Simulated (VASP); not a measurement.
# Ru (P6_3/mmc) in VASP: a series of runs, part 2 of 2

VASP 6.6.1. The steps go on from the part before.

## (6) Relaxation of cell and atoms, LDA

This run uses another cell than the first one, of 13.57 Å³/atom.

INCAR

```
SYSTEM = Ru
ALGO = Normal
EDIFF = 1E-6
EDIFFG = -0.005
ENCUT = 600
GGA = CA
IBRION = 2
ISIF = 3
ISMEAR = -1
LASPH = .True.
LCHARG = .False.
LREAL = .False.
LWAVE = .False.
NELM = 80
NSW = 60
PREC = Accurate
SIGMA = 0.05
```

KPOINTS

```
k-points
0
Gamma
  18 18 10
  0 0 0
```

POSCAR

```
Ru
1.0
    2.6844463720      0.0000000000      0.0000000000
   -1.3422231860      2.3247987533      0.0000000000
    0.0000000000      0.0000000000      4.3488031227
Ru
2
Direct
    0.3333333333      0.6666666667      0.2500000000
    0.6666666667      0.3333333333      0.7500000000
```

Potentials or basis: VASP PAW LDA potentials, release 64 (Ru_pv).

Launch:

```console
cat potpaw_LDA.64/Ru_pv/POTCAR > POTCAR
mpirun -np 1 vasp_std > vasp.out
```

OUTCAR:

```text
SYSTEM = Ru
   EDIFF = 1E-6
   EDIFFG = -0.005
   ENCUT = 600
   GGA = CA
   IBRION = 2
   ISIF = 3
   ISMEAR = -1
   LASPH = .True.
   LREAL = .False.
   NELM = 80
   NSW = 60
   PREC = Accurate

 ion  position               nearest neighbor table
   1  0.333  0.667  0.250-   2 2.67   2 2.67   2 2.67   2 2.67   2 2.67   2 2.67
   2  0.667  0.333  0.750-   1 2.67   1 2.67   1 2.67   1 2.67   1 2.67   1 2.67

  LATTYP: Found a hexagonal cell.
 ALAT       =     2.6844463720
 C/A-ratio  =     1.6200000000

  Lattice vectors:

 A1 = (   2.6844463720,   0.0000000000,   0.0000000000)
 A2 = (  -1.3422231860,   2.3247987533,   0.0000000000)
 A3 = (   0.0000000000,   0.0000000000,   4.3488031227)

Analysis of symmetry for initial positions (statically):
=====================================================================
 Subroutine PRICEL returns:
 Original cell was already a primitive cell.

 Routine SETGRP: Setting up the symmetry group for a
 hexagonal supercell.

 Subroutine GETGRP returns: Found 24 space group operations
 (whereof 12 operations were pure point group operations)
 out of a pool of 24 trial point group operations.

The static configuration has the point symmetry D_3d.
 The point group associated with its full space group is D_6h.

Analysis of symmetry for dynamics (positions and initial velocities):
=====================================================================
 Subroutine PRICEL returns:
 Original cell was already a primitive cell.

 Routine SETGRP: Setting up the symmetry group for a
 hexagonal supercell.

 Subroutine GETGRP returns: Found 24 space group operations
 (whereof 12 operations were pure point group operations)
 out of a pool of 24 trial point group operations.

The dynamic configuration has the point symmetry D_3d.
 The point group associated with its full space group is D_6h.

[... 119 lines left out ...]
  volume/ion in A,a.u.               =      13.57        91.57
  Fermi-wavevector in a.u.,A,eV,Ry     =   1.654211  3.126005 37.231171  2.736414
  Thomas-Fermi vector in A             =   2.742517
   LORBIT       =      0    0 simple, 1 ext, 2 COOP (PROOUT), +10 PAW based schemes
   GGA     = CA    functional components
   LHFCALC =     F    Hartree Fock is set to
   AEXX    =    0.0000 exact exchange contribution
   IVDW    =     0    specifies the selected vdW correction
   LEPSILON=     F    determine dielectric tensor
   LRPA    =     F    only Hartree local field effects (RPA)
 conjugate gradient relaxation of ions
 non-spin polarized calculation
  energy-cutoff  :      600.00
  volume of cell :       27.14
 maximum number of plane-waves:       923
 NGX is ok and might be reduce to    24
   NGX = 11   NGY = 11   NGZ = 17

--------------------------------------- Ionic step        1  -------------------------------------------

 number of electron      28.0000003 magnetization

 Free energy of the ion-electron system (eV)
  ---------------------------------------------------
  ext. energy  EPLUGINS =         0.00000000
  ---------------------------------------------------
  free energy    TOTEN  =       -21.34729302 eV

  energy without entropy =      -21.33399638  energy(sigma->0) =      -21.34064470

------------------------ aborting loop because EDIFF is reached ----------------------------------------

  FORCE on cell =-STRESS in cart. coord.  units (eV):
  Direction    XX          YY          ZZ          XY          YZ          ZX
  --------------------------------------------------------------------------------------
  -------------------------------------------------------------------------------------
  Total       -1.2950273     -1.2950273     -3.2655740      0.0000000      0.0000000      0.0000000
  in kB      -76.4503854    -76.4503854   -192.7792406      0.0000000      0.0000000      0.0000000
  external PRESSURE =    -115.2266705 kB  Pullay stress =       0.0000000 kB
[... 239 lines left out ...]
--------------------------------------- Ionic step        8  -------------------------------------------

 number of electron      27.9999993 magnetization

 Free energy of the ion-electron system (eV)
  ---------------------------------------------------
  ext. energy  EPLUGINS =         0.00000000
  ---------------------------------------------------
  free energy    TOTEN  =       -21.39738694 eV

  energy without entropy =      -21.38376636  energy(sigma->0) =      -21.39057665

 E-fermi :  13.3305     XC(G=0): -14.5913

 val. band max:       13.3254754040   @ k =   0.1667   0.1111   0.3000
 cond. band min:      13.3450935825   @ k =   0.4444   0.1111   0.5000
 fundamental gap:      0.0196181785
 Fermi energy:        13.3304612527

 k-point     1 :       0.0000    0.0000    0.0000
  band No.  band energies     occupation
      1     -30.2660      2.00000
      2     -29.2018      2.00000
      3     -29.2018      2.00000
      4     -29.0085      2.00000
      5     -29.0085      2.00000
      6     -28.9623      2.00000
[... 481 lines left out ...]
      5     -29.2931      2.00000
      6     -29.2040      2.00000
[... 10 lines left out ...]
     17      17.2782      0.00000
     18      21.0190      0.00000

 [... further k-points ...]
[... 5 lines left out ...]
  --------------------------------------------------------------------------------------
  -------------------------------------------------------------------------------------
  Total        0.0073723      0.0073723      0.0069316      0.0000000      0.0000000      0.0000000
  in kB        0.4501264      0.4501264      0.4232191      0.0000000      0.0000000      0.0000000
  external PRESSURE =       0.4411573 kB  Pullay stress =       0.0000000 kB
[... 17 lines left out ...]
  FREE ENERGIE OF THE ION-ELECTRON SYSTEM (eV)
  ---------------------------------------------------
  free  energy   TOTEN  =       -21.3973869435 eV

  energy  without entropy=      -21.3837663569  energy(sigma->0) =      -21.39057665

 reached required accuracy - stopping structural energy minimisation
```

Run time: 6.7 min. Hardware: 1 thread of AMD EPYC 7R13 (Zen 3), shared host; peak memory 0.21 GiB.

What came out:

```
Free energy                           : -21.3974 eV
Relaxed volume                        : 13.12 Å³/atom
Relaxed cell                          : a = 2.676 Å, b = 2.676 Å, c = 4.230 Å, α = 90.00°, β = 90.00°, γ = 120.00°
Space group after relaxing (to 0.1 Å) : P6_3/mmc (No. 194)
Energy gained by relaxing             : 25.0 meV/atom
Ionic steps                           : 8
Pressure after relaxing               : 0.0 GPa
Band gap on the k mesh                : zero (bands 14 and 15 overlap by 3.31 eV)
```

Step by step:
| step | energy change (eV) | largest force (eV/Å) | pressure (GPa) | volume (Å³) |
| --- | --- | --- | --- | --- |
| 1 | 0.0000 | 0.0000 | -11.52 | 27.14 |
| 2 | 0.3993 | 0.0000 | 54.66 | 23.46 |
| 3 | -0.0458 | 0.0000 | 0.52 | 26.19 |
| 4 | -0.0459 | 0.0000 | 1.23 | 26.15 |
| 5 | -0.0474 | 0.0000 | -0.94 | 26.32 |
| 6 | -0.0501 | 0.0000 | -0.07 | 26.25 |
| 7 | -0.0501 | 0.0000 | 0.19 | 26.23 |
| 8 | -0.0501 | 0.0000 | 0.04 | 26.24 |

Final structure:
```
CELL_PARAMETERS angstrom
2.67632 0.00000 0.00000
-1.33816 2.31776 0.00000
0.00000 0.00000 4.23028
ATOMIC_POSITIONS crystal
Ru 0.33333 0.66667 0.25000
Ru 0.66667 0.33333 0.75000
```

## (7) The runs side by side

```tsv
task	potentials or basis	cell	cutoff (eV)	gap on the mesh (eV)	pressure (GPa)
single point	VASP PAW LDA potentials, release 64 (Ru_sv)	a = 2.476, b = 2.476, c = 3.944 Å, angles 90.0, 90.0, 120.0°, 2 atoms	560	none	138.8
single point	VASP PAW LDA potentials, release 64 (Ru_sv)	a = 2.388, b = 2.388, c = 3.816 Å, angles 90.0, 90.0, 120.0°, 2 atoms	560	none	258.1
relaxation of shape and atoms at fixed volume	VASP PAW LDA potentials, release 64 (Ru_pv)	relaxed from a = 2.562, b = 2.562, c = 4.050 Å, angles 90.0, 90.0, 120.0°, 2 atoms	600	none	65.3
relaxation of shape and atoms at fixed volume	VASP PAW LDA potentials, release 64 (Ru_pv)	relaxed from a = 2.619, b = 2.619, c = 4.140 Å, angles 90.0, 90.0, 120.0°, 2 atoms	600	none	27.6
relaxation of cell and atoms	VASP PAW LDA potentials, release 64 (Ru_pv)	relaxed from a = 2.684, b = 2.684, c = 4.349 Å, angles 90.0, 90.0, 120.0°, 2 atoms	600	none	0.0
```

Alike in all rows: level LDA; no spin polarisation; k mesh 18 × 18 × 10; smearing fermi-dirac 0.05 eV.

Caveats: the cell stands under pressure (at least some runs).

Total energies depend on the potentials used, so only differences within one code and one set of settings carry meaning.

The gap in the log of VASP goes by the Fermi energy; the results here count the filled bands.